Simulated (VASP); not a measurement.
# Hf in VASP: a series of runs

Runs on Hf. Level: PBE. Tasks: electric field gradients.

Program: VASP 6.6.1. These are calculated values, not measurements. Logs are shortened: lines on timing, memory, paths and dates and some standing lists are left out, and cuts for length are marked.

### 1 The cell of the first run

Symmetry: Fmmm, No. 69, orthorhombic system. The conventional cell has a = 3.610 Å, b = 5.067 Å, c = 5.144 Å, α = 90.00°, β = 90.00°, γ = 90.00°. Within 4.1 Å of Hf (site symmetry mmm) lie 14 Hf at 3.11 to 3.61 Å.

### 2 Electric field gradients, PBE (xy shear strain of +1.5 %)

Input file INCAR:

```
PREC = Accurate ; ENCUT = 520
EDIFF = 1E-8 ; ISMEAR = -1
SIGMA = 0.08 ; LREAL = False
LASPH = True ; NELM = 100
ALGO = Normal ; ISIF = 2
LWAVE = False ; LCHARG = False
GGA = PE ; LEFG = True
NBANDS = 11
```

Input file KPOINTS:

```
Automatic mesh
0
Gamma
  16 16 16
```

Input file POSCAR:

```
Hf
1.0
   -1.7914625000      1.7914625000      1.8050000000
    1.7914625000     -1.7914625000      1.8050000000
    1.8185375000      1.8185375000     -1.8050000000
Hf
1
Direct
    0.0000000000      0.0000000000      0.0000000000
```

Potentials or basis: VASP PAW PBE potentials, release 64 (Hf_pv).

Launch:

```console
$ cat potpaw_PBE.64/Hf_pv/POTCAR > POTCAR
$ mpirun -np 1 vasp_std > vasp.out
```

OUTCAR:

```text
PREC = Accurate
   ENCUT = 520
   EDIFF = 1E-8
   ISMEAR = -1
   LREAL = False
   LASPH = True
   NELM = 100
   ISIF = 2
   GGA = PE

 ion  position               nearest neighbor table
   1  0.000  0.000  0.000-

  LATTYP: Found a face centered orthorhombic cell.
 ALAT       =     3.6100000000
 B/A-ratio  =     1.4036069607
 C/A-ratio  =     1.4248201641

  Lattice vectors:

 A1 = (   3.6100000000,   0.0270750000,   0.0000000000)
 A2 = (   1.8185375000,   1.8185375000,   1.8050000000)
 A3 = (   1.7914625000,  -1.7914625000,   1.8050000000)

Analysis of symmetry for initial positions (statically):
=====================================================================
 Subroutine PRICEL returns:
 Original cell was already a primitive cell.

 Routine SETGRP: Setting up the symmetry group for a
 face centered orthorhombic supercell.

 Subroutine GETGRP returns: Found  8 space group operations
 (whereof  8 operations were pure point group operations)
 out of a pool of  8 trial point group operations.

The static configuration has the point symmetry D_2h.

Analysis of symmetry for dynamics (positions and initial velocities):
=====================================================================
 Subroutine PRICEL returns:
 Original cell was already a primitive cell.

 Routine SETGRP: Setting up the symmetry group for a
 face centered orthorhombic supercell.

 Subroutine GETGRP returns: Found  8 space group operations
 (whereof  8 operations were pure point group operations)
 out of a pool of  8 trial point group operations.

The dynamic configuration has the point symmetry D_2h.

 Subroutine INISYM returns: Found  8 space group operations
 (whereof  8 operations are pure point group operations),
 and found     1 'primitive' translations

----------------------------------------------------------------------------------------

                                     Primitive cell

  volume of cell :      23.5216

  direct lattice vectors                    reciprocal lattice vectors
    -1.791462500  1.791462500  1.805000000    -0.002077679  0.277023893  0.277008310
     1.791462500 -1.791462500  1.805000000     0.277023893 -0.002077679  0.277008310
     1.818537500  1.818537500 -1.805000000     0.274946214  0.274946214  0.000000000

  length of vectors
     3.110739587  3.110739587  3.142002909     0.391765437  0.391765437  0.388832664

  position of ions in fractional coordinates (direct lattice)
     0.000000000  0.000000000  0.000000000

  ion indices of the primitive-cell ions
   primitive index   ion index
                 1           1

----------------------------------------------------------------------------------------

 KPOINTS: Automatic mesh

Automatic generation of k-mesh.
 Grid dimensions read from file:
 generate k-points for:   16   16   16

 Generating k-lattice:

  Cartesian coordinates                     Fractional coordinates (reciprocal lattice)
    -0.000129855  0.017313993  0.017313019     0.062500000  0.000000000  0.000000000
     0.017313993 -0.000129855  0.017313019     0.000000000  0.062500000  0.000000000
     0.017184138  0.017184138  0.000000000     0.000000000  0.000000000  0.062500000

  Length of vectors
     0.024485340  0.024485340  0.024302042

  Shift w.r.t. Gamma in fractional coordinates (k-lattice)
     0.000000000  0.000000000  0.000000000

 Subroutine IBZKPT returns following result:
 ===========================================

 Found    621 irreducible k-points:

 Following reciprocal coordinates:
            Coordinates               Weight
  0.000000  0.000000  0.000000      1.000000
  0.062500 -0.000000 -0.000000      8.000000
  0.125000 -0.000000 -0.000000      8.000000
  0.187500  0.000000  0.000000      8.000000
  0.250000 -0.000000 -0.000000      8.000000
  0.312500 -0.000000  0.000000      8.000000
[... 16 lines left out ...]
 -0.125000  0.062500  0.000000      8.000000
 -0.062500  0.062500  0.000000      2.000000
 [... further k-points ...]
   k-points           NKPTS =    621   k-points in BZ     NKDIM =    621   number of bands    NBANDS=     11
   number of dos      NEDOS =    301   number of ions     NIONS =      1
   total plane-waves  NPLWV =  13824
   dimension x,y,z NGX =    24 NGY =   24 NGZ =   24
   dimension x,y,z NGXF=    48 NGYF=   48 NGZF=   48
   ions per type =               1
   NGX,Y,Z   is equivalent  to a cutoff of  12.83, 12.83, 12.70 a.u.
   NGXF,Y,Z  is equivalent  to a cutoff of  25.65, 25.65, 25.40 a.u.
 SYSTEM =  unknown system
   PREC   = accura    normal or accurate (medium, high low for compatibility)
   ISTART =      0    job   : 0-new  1-cont  2-samecut
   ICHARG =      2    charge: 1-file 2-atom 10-const
   ISPIN  =      1    spin polarized calculation?
   LNONCOLLINEAR =      F non collinear calculations
   LSORBIT =      F    spin-orbit coupling
   LASPH  =      T    aspherical Exc in radial PAW
   ENCUT  =  520.0 eV  38.22 Ry    6.18 a.u.   5.78  5.78  5.84*2*pi/ulx,y,z
   NELM   =    100;   NELMIN=  2; NELMDL= -5     # of ELM steps
   EDIFF  = 0.1E-07   stopping-criterion for ELM
   LREAL  =      F    real-space projection
   EDIFFG = 0.1E-06   stopping-criterion for IOM
   NSW    =      0    number of steps for IOM
   IBRION =     -1    ionic relax: 0-MD 1-quasi-New 2-CG
   NFREE  =      0    steps in history (QN), initial steepest desc. (CG)
   ISIF   =      2    stress and relaxation
   ISYM   =      2    0-nonsym 1-usesym 2-fastsym
   POTIM  = 0.5000    time-step for ionic-motion
   TEBEG  =    0.0;   TEEND  =   0.0 temperature during run
   PSTRESS=    0.0 pullay stress
   NELECT =      10.0000    total number of electrons
   NUPDOWN=      -1.0000    fix difference up-down
   EMIN   =  10.00;   EMAX   =-10.00  energy-range for DOS
   EFERMI =   0.00;   METHOD = LEGACY
   ISMEAR =    -1;   SIGMA  =   0.08  broadening in eV -4-tet -1-fermi 0-gaus
   EFERMI_NEDOS =   21; number of points for ismear=-14 and -15
   IALGO  =     38    algorithm
   IMIX   =      4    mixing-type and parameters
     AMIX     =   0.40;   BMIX     =  1.00
     AMIX_MAG =   1.60;   BMIX_MAG =  1.00
  volume/ion in A,a.u.               =      23.52       158.73
  Fermi-wavevector in a.u.,A,eV,Ry     =   1.230984  2.326223 20.617205  1.515322
  Thomas-Fermi vector in A             =   2.365811
   LORBIT       =      0    0 simple, 1 ext, 2 COOP (PROOUT), +10 PAW based schemes
   GGA     = PE    functional components
   LHFCALC =     F    Hartree Fock is set to
   AEXX    =    0.0000 exact exchange contribution
   IVDW    =     0    specifies the selected vdW correction
   LEPSILON=     F    determine dielectric tensor
   LRPA    =     F    only Hartree local field effects (RPA)
 non-spin polarized calculation
  energy-cutoff  :      520.00
  volume of cell :       23.52
 maximum number of plane-waves:       656
   NGX = 11   NGY = 11   NGZ = 11

 number of electron      10.0000001 magnetization

 Free energy of the ion-electron system (eV)
  ---------------------------------------------------
  ext. energy  EPLUGINS =         0.00000000
  ---------------------------------------------------
  free energy    TOTEN  =        -9.74164555 eV

  energy without entropy =       -9.69757888  energy(sigma->0) =       -9.71961222

 E-fermi :   4.2448     XC(G=0): -11.0584

 val. band max:        4.2431075796   @ k =  -0.1250  -0.3125   0.0625
 cond. band min:       4.2460307209   @ k =  -0.3125   0.3750   0.0625
 fundamental gap:      0.0029231413
 Fermi energy:         4.2448356560

 k-point     1 :       0.0000    0.0000    0.0000
  band No.  band energies     occupation
      1     -25.7969      2.00000
      2     -25.7869      2.00000
      3     -25.7772      2.00000
      4      -2.6287      2.00000
      5       5.6268      0.00000
      6       5.7241      0.00000
      7       5.8332      0.00000
      8       8.3685      0.00000
      9       8.3746      0.00000
     10      17.1752      0.00000
     11      17.2919      0.00000

 k-point     2 :       0.0625   -0.0000   -0.0000
  band No.  band energies     occupation
      1     -25.8168      2.00000
      2     -25.7981      2.00000
      3     -25.7828      2.00000
      4      -2.4921      2.00000
      5       5.5827      0.00000
      6       5.7131      0.00000
      7       5.8896      0.00000
      8       8.2158      0.00000
      9       8.3715      0.00000
     10      17.3191      0.00000
     11      17.3714      0.00000
[... 295 lines left out ...]
 k-point    24 :      -0.0625    0.0625    0.0000
  band No.  band energies     occupation
      1     -25.8060      2.00000
      2     -25.7968      2.00000
      3     -25.7963      2.00000
      4      -2.4897      2.00000
      5       5.7008      0.00000
      6       5.7327      0.00000
      7       5.7634      0.00000
      8       8.1983      0.00000
      9       8.3618      0.00000
     10      17.3166      0.00000
     11      17.3191      0.00000

 [... further k-points ...]
[... 5 lines left out ...]
  --------------------------------------------------------------------------------------
  -------------------------------------------------------------------------------------
  Total       -0.7531227     -0.7531227     -0.7513998     -0.1044951      0.0000000      0.0000000
  in kB      -51.2990272    -51.2990272    -51.1816702     -7.1176942      0.0000000      0.0000000
  external PRESSURE =     -51.2599082 kB  Pullay stress =       0.0000000 kB

 VOLUME and BASIS-vectors are now :
 -----------------------------------------------------------------------------
  energy-cutoff  :      520.00
  volume of cell :       23.52
      direct lattice vectors                 reciprocal lattice vectors
    -1.791462500  1.791462500  1.805000000    -0.002077679  0.277023893  0.277008310
     1.791462500 -1.791462500  1.805000000     0.277023893 -0.002077679  0.277008310
     1.818537500  1.818537500 -1.805000000     0.274946214  0.274946214  0.000000000

 POSITION                                       TOTAL-FORCE (eV/Angst)
 -----------------------------------------------------------------------------------
      0.00000      0.00000      0.00000        -0.000000     -0.000000      0.000000
 -----------------------------------------------------------------------------------
    total drift:                                0.000000      0.000000      0.000000

  FREE ENERGIE OF THE ION-ELECTRON SYSTEM (eV)
  ---------------------------------------------------
  free  energy   TOTEN  =        -9.7416455530 eV

  energy  without entropy=       -9.6975788779  energy(sigma->0) =       -9.71961222

 Electric field gradients (V/A^2)
---------------------------------------------------------------------
 ion       V_xx      V_yy      V_zz      V_xy      V_xz      V_yz
---------------------------------------------------------------------
   1      -0.114    -0.114     0.228   -16.510    -0.000    -0.000
---------------------------------------------------------------------

 Electric field gradients after diagonalization (V/A^2)
 (convention: |V_zz| > |V_xx| > |V_yy|)
----------------------------------------------------------------------
 ion       V_xx      V_yy      V_zz     asymmetry (V_yy - V_xx)/ V_zz
----------------------------------------------------------------------
   1      16.396     0.228   -16.623       0.973
----------------------------------------------------------------------

           NMR quadrupolar parameters

 Cq : quadrupolar parameter    Cq=e*Q*V_zz/h
 eta: asymmetry parameters     (V_yy - V_xx)/ V_zz
 Q  : nuclear electric quadrupole moment in mb (millibarn)
----------------------------------------------------------------------
 ion       Cq(MHz)       eta       Q (mb)
----------------------------------------------------------------------
   1      -0.040       0.973       1.000
----------------------------------------------------------------------
```

It took 80 s on 1 thread of AMD EPYC 9R14 (Zen 4), shared host; peak memory 0.24 GiB.

Results:

```yaml
Free_energy: -9.7416 eV
Pressure: -5.1 GPa
Band_gap_on_the_k_mesh: zero (band 5 reaches 5.70 eV, above the bottom of band 6 at 3.53 eV)
```

Stress tensor (GPa, compression positive):
```
-5.13 -0.71  0.00
-0.71 -5.13  0.00
 0.00  0.00 -5.12
```

Electric field gradients, principal values (V/Å²):
| atom | least | middle | greatest (by size) |
| --- | --- | --- | --- |
| 1 Hf | 0.228 | 16.396 | -16.623 |

Caveat: the cell differs from its parent crystal (xy shear strain of +1.5 %); without QUAD_EFG the Cq values of the log hold for a quadrupole moment of 1 mb, not for the nuclei; spin-orbit coupling is left out, which moves the levels of the heavy elements.

[end of part 1 of 3]
